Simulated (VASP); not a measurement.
# Ge (Pm-3m) in VASP: further runs

Ge is run at these levels: LDA; tasks: single point.

Program: VASP 6.6.1. These are calculated values, not measurements. Logs are shortened: lines on timing, memory, paths and dates and some standing lists are left out, and cuts for length are marked.

### 1 The cell of the first run

The structure is cubic, space group Pm-3m (No. 221). The conventional cell has a = 2.325 Å, b = 2.325 Å, c = 2.325 Å, α = 90.00°, β = 90.00°, γ = 90.00°. Within 3.1 Å of Ge (site symmetry m-3m) lie 6 Ge at 2.32 Å.

### 2 Single point, LDA (volume scaled by 0.68)

File INCAR:

```
ALGO = Normal
EDIFF = 1E-6
ENCUT = 520
ISIF = 2
ISMEAR = -1
LASPH = T
LCHARG = F
LREAL = F
LWAVE = F
NBANDS = 13
NELM = 100
PREC = Accurate
SIGMA = 0.08
```

File KPOINTS:

```
k-points
0
Gamma
  15 15 15
```

File POSCAR:

```
Ge
1.0
    2.3246147082      0.0000000000      0.0000000000
    0.0000000000      2.3246147082      0.0000000000
    0.0000000000      0.0000000000      2.3246147082
Ge
1
Direct
    0.0000000000      0.0000000000      0.0000000000
```

Potentials or basis: VASP PAW LDA potentials, release 64 (Ge_d).

On the command line:

```bash
cat potpaw_LDA.64/Ge_d/POTCAR > POTCAR
mpirun -np 1 vasp_std > vasp.out
```

OUTCAR:

```text
EDIFF = 1E-6
   ENCUT = 520
   ISIF = 2
   ISMEAR = -1
   LASPH = T
   LREAL = F
   NELM = 100
   PREC = Accurate

 ion  position               nearest neighbor table
   1  0.000  0.000  0.000-

  LATTYP: Found a simple cubic cell.
 ALAT       =     2.3246147082

  Lattice vectors:

 A1 = (   2.3246147082,   0.0000000000,   0.0000000000)
 A2 = (   0.0000000000,   2.3246147082,   0.0000000000)
 A3 = (   0.0000000000,   0.0000000000,   2.3246147082)

Analysis of symmetry for initial positions (statically):
=====================================================================
 Subroutine PRICEL returns:
 Original cell was already a primitive cell.

 Routine SETGRP: Setting up the symmetry group for a
 simple cubic supercell.

 Subroutine GETGRP returns: Found 48 space group operations
 (whereof 48 operations were pure point group operations)
 out of a pool of 48 trial point group operations.

The static configuration has the point symmetry O_h .

Analysis of symmetry for dynamics (positions and initial velocities):
=====================================================================
 Subroutine PRICEL returns:
 Original cell was already a primitive cell.

 Routine SETGRP: Setting up the symmetry group for a
 simple cubic supercell.

 Subroutine GETGRP returns: Found 48 space group operations
 (whereof 48 operations were pure point group operations)
 out of a pool of 48 trial point group operations.

The dynamic configuration has the point symmetry O_h .

 Subroutine INISYM returns: Found 48 space group operations
 (whereof 48 operations are pure point group operations),
 and found     1 'primitive' translations

----------------------------------------------------------------------------------------

                                     Primitive cell

  volume of cell :      12.5618

  direct lattice vectors                    reciprocal lattice vectors
     2.324614708  0.000000000  0.000000000     0.430178815  0.000000000  0.000000000
     0.000000000  2.324614708  0.000000000     0.000000000  0.430178815  0.000000000
     0.000000000  0.000000000  2.324614708     0.000000000  0.000000000  0.430178815

  length of vectors
     2.324614708  2.324614708  2.324614708     0.430178815  0.430178815  0.430178815

  position of ions in fractional coordinates (direct lattice)
     0.000000000  0.000000000  0.000000000

  ion indices of the primitive-cell ions
   primitive index   ion index
                 1           1

----------------------------------------------------------------------------------------

 KPOINTS: k-points

Automatic generation of k-mesh.
 Grid dimensions read from file:
 generate k-points for:   15   15   15

 Generating k-lattice:

  Cartesian coordinates                     Fractional coordinates (reciprocal lattice)
     0.028678588  0.000000000  0.000000000     0.066666667  0.000000000  0.000000000
     0.000000000  0.028678588  0.000000000     0.000000000  0.066666667  0.000000000
     0.000000000  0.000000000  0.028678588     0.000000000  0.000000000  0.066666667

  Length of vectors
     0.028678588  0.028678588  0.028678588

  Shift w.r.t. Gamma in fractional coordinates (k-lattice)
     0.000000000  0.000000000  0.000000000

 Subroutine IBZKPT returns following result:
 ===========================================

 Found    120 irreducible k-points:

 Following reciprocal coordinates:
            Coordinates               Weight
  0.000000  0.000000  0.000000      1.000000
  0.066667  0.000000  0.000000      6.000000
  0.133333  0.000000  0.000000      6.000000
  0.200000  0.000000  0.000000      6.000000
  0.266667  0.000000  0.000000      6.000000
  0.333333  0.000000  0.000000      6.000000
[... 16 lines left out ...]
  0.266667  0.200000  0.000000     24.000000
  0.333333  0.200000  0.000000     24.000000
 [... further k-points ...]
   k-points           NKPTS =    120   k-points in BZ     NKDIM =    120   number of bands    NBANDS=     13
   number of dos      NEDOS =    301   number of ions     NIONS =      1
   total plane-waves  NPLWV =   5832
   dimension x,y,z NGX =    18 NGY =   18 NGZ =   18
   dimension x,y,z NGXF=    36 NGYF=   36 NGZF=   36
   ions per type =               1
   NGX,Y,Z   is equivalent  to a cutoff of  12.87, 12.87, 12.87 a.u.
   NGXF,Y,Z  is equivalent  to a cutoff of  25.75, 25.75, 25.75 a.u.
 SYSTEM =  unknown system
   PREC   = accura    normal or accurate (medium, high low for compatibility)
   ISTART =      0    job   : 0-new  1-cont  2-samecut
   ICHARG =      2    charge: 1-file 2-atom 10-const
   ISPIN  =      1    spin polarized calculation?
   LNONCOLLINEAR =      F non collinear calculations
   LSORBIT =      F    spin-orbit coupling
   LASPH  =      T    aspherical Exc in radial PAW
   ENCUT  =  520.0 eV  38.22 Ry    6.18 a.u.   4.32  4.32  4.32*2*pi/ulx,y,z
   NELM   =    100;   NELMIN=  2; NELMDL= -5     # of ELM steps
   EDIFF  = 0.1E-05   stopping-criterion for ELM
   LREAL  =      F    real-space projection
   EDIFFG = 0.1E-04   stopping-criterion for IOM
   NSW    =      0    number of steps for IOM
   IBRION =     -1    ionic relax: 0-MD 1-quasi-New 2-CG
   NFREE  =      0    steps in history (QN), initial steepest desc. (CG)
   ISIF   =      2    stress and relaxation
   ISYM   =      2    0-nonsym 1-usesym 2-fastsym
   POTIM  = 0.5000    time-step for ionic-motion
   TEBEG  =    0.0;   TEEND  =   0.0 temperature during run
   PSTRESS=    0.0 pullay stress
   NELECT =      14.0000    total number of electrons
   NUPDOWN=      -1.0000    fix difference up-down
   EMIN   =  10.00;   EMAX   =-10.00  energy-range for DOS
   EFERMI =   0.00;   METHOD = LEGACY
   ISMEAR =    -1;   SIGMA  =   0.08  broadening in eV -4-tet -1-fermi 0-gaus
   EFERMI_NEDOS =   21; number of points for ismear=-14 and -15
   IALGO  =     38    algorithm
   IMIX   =      4    mixing-type and parameters
     AMIX     =   0.40;   BMIX     =  1.00
     AMIX_MAG =   1.60;   BMIX_MAG =  1.00
  volume/ion in A,a.u.               =      12.56        84.77
  Fermi-wavevector in a.u.,A,eV,Ry     =   1.697331  3.207490 39.197464  2.880932
  Thomas-Fermi vector in A             =   2.778031
   LORBIT       =      0    0 simple, 1 ext, 2 COOP (PROOUT), +10 PAW based schemes
   GGA     = CA    functional components
   LHFCALC =     F    Hartree Fock is set to
   AEXX    =    0.0000 exact exchange contribution
   IVDW    =     0    specifies the selected vdW correction
   LEPSILON=     F    determine dielectric tensor
   LRPA    =     F    only Hartree local field effects (RPA)
 non-spin polarized calculation
  energy-cutoff  :      520.00
  volume of cell :       12.56
 maximum number of plane-waves:       350
 NGX is ok and might be reduce to    18
   NGX =  9   NGY =  9   NGZ =  9

 number of electron      14.0000011 magnetization

 Free energy of the ion-electron system (eV)
  ---------------------------------------------------
  ext. energy  EPLUGINS =         0.00000000
  ---------------------------------------------------
  free energy    TOTEN  =        -3.97995373 eV

  energy without entropy =       -3.97553061  energy(sigma->0) =       -3.97774217

 E-fermi :  11.7456     XC(G=0): -13.6986

 val. band max:       11.7359534190   @ k =   0.3333   0.3333   0.0667
 cond. band min:      11.8440295667   @ k =   0.2667   0.2000   0.2000
 fundamental gap:      0.1080761478
 Fermi energy:        11.7455674934

 k-point     1 :       0.0000    0.0000    0.0000
  band No.  band energies     occupation
      1     -14.1035      2.00000
      2     -14.1035      2.00000
      3     -13.2558      2.00000
      4     -13.2558      2.00000
      5     -13.2558      2.00000
      6      -5.7216      2.00000
      7      20.8644      0.00000
      8      20.8644      0.00000
      9      20.8644      0.00000
     10      23.8508      0.00000
     11      23.8508      0.00000
     12      29.4931      0.00000
     13      46.7134      0.00000

 k-point     2 :       0.0667    0.0000    0.0000
  band No.  band energies     occupation
      1     -14.1008      2.00000
      2     -14.0780      2.00000
      3     -13.2659      2.00000
      4     -13.2659      2.00000
      5     -13.2549      2.00000
      6      -5.5967      2.00000
      7      18.7951      0.00000
      8      20.9991      0.00000
      9      20.9991      0.00000
     10      23.9509      0.00000
     11      25.5560      0.00000
     12      30.1299      0.00000
     13      44.9698      0.00000

 k-point     3 :       0.1333    0.0000    0.0000
  band No.  band energies     occupation
      1     -14.0932      2.00000
      2     -14.0067      2.00000
      3     -13.2945      2.00000
      4     -13.2945      2.00000
      5     -13.2525      2.00000
      6      -5.2203      2.00000
      7      15.7591      0.00000
      8      21.3989      0.00000
      9      21.3989      0.00000
     10      24.2517      0.00000
     11      27.1444      0.00000
     12      32.3835      0.00000
     13      42.1932      0.00000
[... 305 lines left out ...]
 k-point    23 :       0.2667    0.2000    0.0000
  band No.  band energies     occupation
      1     -13.9511      2.00000
      2     -13.6599      2.00000
      3     -13.4991      2.00000
      4     -13.3750      2.00000
      5     -13.3225      2.00000
      6      -2.5762      2.00000
      7      10.8553      1.99997
      8      15.0319      0.00000
      9      24.1251      0.00000
     10      27.1842      0.00000
     11      29.0662      0.00000
     12      36.7702      0.00000
     13      38.8307      0.00000

 k-point    24 :       0.3333    0.2000    0.0000
  band No.  band energies     occupation
      1     -13.9321      2.00000
      2     -13.5564      2.00000
      3     -13.5471      2.00000
      4     -13.4192      2.00000
      5     -13.3179      2.00000
      6      -1.4408      2.00000
      7       8.3362      2.00000
      8      15.9842      0.00000
      9      25.1881      0.00000
     10      25.5024      0.00000
     11      29.2663      0.00000
     12      36.2204      0.00000
     13      36.4425      0.00000

 [... further k-points ...]
[... 5 lines left out ...]
  --------------------------------------------------------------------------------------
  -------------------------------------------------------------------------------------
  Total        6.2042323      6.2042323      6.2042323      0.0000000      0.0000000      0.0000000
  in kB      791.3082403    791.3082403    791.3082403      0.0000000      0.0000000      0.0000000
  external PRESSURE =     791.3082403 kB  Pullay stress =       0.0000000 kB

 VOLUME and BASIS-vectors are now :
 -----------------------------------------------------------------------------
  energy-cutoff  :      520.00
  volume of cell :       12.56
      direct lattice vectors                 reciprocal lattice vectors
     2.324614708  0.000000000  0.000000000     0.430178815  0.000000000  0.000000000
     0.000000000  2.324614708  0.000000000     0.000000000  0.430178815  0.000000000
     0.000000000  0.000000000  2.324614708     0.000000000  0.000000000  0.430178815

 POSITION                                       TOTAL-FORCE (eV/Angst)
 -----------------------------------------------------------------------------------
      0.00000      0.00000      0.00000         0.000000      0.000000      0.000000
 -----------------------------------------------------------------------------------
    total drift:                               -0.000000      0.000000      0.000000

  FREE ENERGIE OF THE ION-ELECTRON SYSTEM (eV)
  ---------------------------------------------------
  free  energy   TOTEN  =        -3.9799537261 eV

  energy  without entropy=       -3.9755306102  energy(sigma->0) =       -3.97774217
```

It took 9.2 s on 1 thread of Intel Xeon Platinum 8488C (Sapphire Rapids), shared host; peak memory 0.13 GiB.

What came out:

| Quantity | Value |
| --- | --- |
| Free energy | -3.9800 eV |
| Pressure | 79.1 GPa |
| Band gap on the k mesh | zero (band 7 reaches 20.86 eV, above the bottom of band 8 at 8.78 eV) |

Levels at points of the mesh, in eV from the Fermi level:
```tsv
k point	band 4	band 5	band 6	band 7	band 8	band 9	band 10	band 11
(0.00, 0.00, 0.00)	-25.00	-25.00	-17.47	9.12	9.12	9.12	12.11	12.11
```

### 3 Single point, LDA (volume scaled by 0.68)

File INCAR:

```
SYSTEM = Ge
PREC = Accurate
ENCUT = 520
EDIFF = 1E-6
ISMEAR = -1
SIGMA = 0.08
LREAL = .False.
LASPH = .True.
NELM = 100
ALGO = Normal
ISIF = 2
LWAVE = .False.
LCHARG = .False.
NBANDS = 13
```

File KPOINTS:

```
Automatic mesh
0
Gamma
  15 15 15
  0 0 0
```

POSCAR is that of step 2.

Potentials or basis: VASP PAW LDA potentials, release 64 (Ge_d).

On the command line:

```bash
cat potpaw_LDA.64/Ge_d/POTCAR > POTCAR
mpirun -np 1 vasp_std > vasp.out
```

Wall time 8.6 s (1 thread of Intel Xeon Platinum 8488C (Sapphire Rapids), shared host); peak memory 0.13 GiB.

Results (log left out):

- Free energy: -3.9800 eV
- Pressure: 79.1 GPa
- Band gap on the k mesh: zero (band 7 reaches 20.86 eV, above the bottom of band 8 at 8.78 eV)

Levels at points of the mesh, in eV from the Fermi level:
| k point | band 4 | band 5 | band 6 | band 7 | band 8 | band 9 | band 10 | band 11 |
| --- | --- | --- | --- | --- | --- | --- | --- | --- |
| (0.00, 0.00, 0.00) | -25.00 | -25.00 | -17.47 | 9.12 | 9.12 | 9.12 | 12.11 | 12.11 |

### 4 Single point, LDA (volume scaled by 0.78)

INCAR, as its differences from that of step 3:

```diff
@@ -8,3 +8,3 @@
 LASPH = .True.
-NELM = 100
+NELM = 60
 ALGO = Normal
@@ -13,2 +13,3 @@
 LCHARG = .False.
+GGA = CA
 NBANDS = 13
```

File KPOINTS:

```
regular mesh
0
Gamma
  15 15 15
  0 0 0
```

File POSCAR:

```
Ge
1.0
    2.4333964940      0.0000000000      0.0000000000
    0.0000000000      2.4333964940      0.0000000000
    0.0000000000      0.0000000000      2.4333964940
Ge
1
Direct
    0.0000000000      0.0000000000      0.0000000000
```

On the command line:

```bash
cat potpaw_LDA.64/Ge_d/POTCAR > POTCAR
mpirun -np 1 vasp_std > vasp.out
```

Run time: 9.1 s. Hardware: 1 thread of Intel Xeon Platinum 8488C (Sapphire Rapids), shared host; peak memory 0.13 GiB.

Results (log left out):

- Free energy: -4.6259 eV
- Pressure: 37.0 GPa
- Band gap on the k mesh: zero (band 7 reaches 17.94 eV, above the bottom of band 8 at 6.68 eV)

Levels at points of the mesh, in eV from the Fermi level:
| k point | band 4 | band 5 | band 6 | band 7 | band 8 | band 9 | band 10 | band 11 |
| --- | --- | --- | --- | --- | --- | --- | --- | --- |
| (0.00, 0.00, 0.00) | -24.71 | -24.71 | -15.78 | 8.36 | 8.36 | 8.36 | 11.50 | 11.50 |

### 5 Single point, LDA (volume scaled by 0.78)

File INCAR:

```
PREC = Accurate
ENCUT = 520
EDIFF = 1E-6
ISMEAR = -1
SIGMA = 0.08
LREAL = False
LASPH = True
NELM = 80
ALGO = Normal
ISIF = 2
LWAVE = False
LCHARG = True
GGA = CA
LELF = True
LVHAR = True
NBANDS = 13
```

File KPOINTS:

```
regular mesh
0
Gamma
  15 15 15
```

POSCAR is that of step 4.

Potentials or basis: VASP PAW LDA potentials, release 64 (Ge_d).

On the command line:

```bash
cat potpaw_LDA.64/Ge_d/POTCAR > POTCAR
mpirun -np 1 vasp_std > vasp.out
```

OUTCAR:

```text
PREC = Accurate
   ENCUT = 520
   EDIFF = 1E-6
   ISMEAR = -1
   LREAL = False
   LASPH = True
   NELM = 80
   ISIF = 2
   GGA = CA

 ion  position               nearest neighbor table
   1  0.000  0.000  0.000-

  LATTYP: Found a simple cubic cell.
 ALAT       =     2.4333964940

  Lattice vectors:

 A1 = (   2.4333964940,   0.0000000000,   0.0000000000)
 A2 = (   0.0000000000,   2.4333964940,   0.0000000000)
[... 552 lines left out ...]
      2     -15.3372      2.00000
      3     -15.3265      2.00000
      4     -15.2473      2.00000
      5     -15.1770      2.00000
      6      -2.3754      2.00000
      7       6.6645      2.00000
      8      13.4842      0.00000
      9      21.6678      0.00000
     10      22.5529      0.00000
     11      26.0260      0.00000
     12      32.4419      0.00000
     13      32.4802      0.00000

 [... further k-points ...]
[... 5 lines left out ...]
  --------------------------------------------------------------------------------------
  -------------------------------------------------------------------------------------
  Total        3.3292548      3.3292548      3.3292548      0.0000000      0.0000000     -0.0000000
  in kB      370.1851410    370.1851410    370.1851410      0.0000000      0.0000000     -0.0000000
  external PRESSURE =     370.1851410 kB  Pullay stress =       0.0000000 kB

 VOLUME and BASIS-vectors are now :
 -----------------------------------------------------------------------------
  energy-cutoff  :      520.00
  volume of cell :       14.41
      direct lattice vectors                 reciprocal lattice vectors
     2.433396494  0.000000000  0.000000000     0.410948237  0.000000000  0.000000000
     0.000000000  2.433396494  0.000000000     0.000000000  0.410948237  0.000000000
     0.000000000  0.000000000  2.433396494     0.000000000  0.000000000  0.410948237

 POSITION                                       TOTAL-FORCE (eV/Angst)
 -----------------------------------------------------------------------------------
      0.00000      0.00000      0.00000         0.000000      0.000000      0.000000
 -----------------------------------------------------------------------------------
    total drift:                                0.000000      0.000000      0.000000

  FREE ENERGIE OF THE ION-ELECTRON SYSTEM (eV)
  ---------------------------------------------------
  free  energy   TOTEN  =        -4.6258677787 eV

  energy  without entropy=       -4.6202869380  energy(sigma->0) =       -4.62307736
```

stdout:

```text
POSCAR found type information on POSCAR Ge
 POSCAR found :  1 types and       1 ions
 scaLAPACK will be used
 LDA part: xc-table for (Slater(with rela. corr.)+CA(PZ))
 , standard interpolation
 POSCAR, INCAR and KPOINTS ok, starting setup
 FFT: planning ... GRIDC
 FFT: planning ... GRID_SOFT
 FFT: planning ... GRID
 WAVECAR not read
 entering main loop
```

It took 11 s on 1 thread of Intel Xeon Platinum 8488C (Sapphire Rapids), shared host; peak memory 0.13 GiB.

What came out:

```
Free energy            : -4.6259 eV
Pressure               : 37.0 GPa
Band gap on the k mesh : zero (band 7 reaches 17.94 eV, above the bottom of band 8 at 6.68 eV)
```
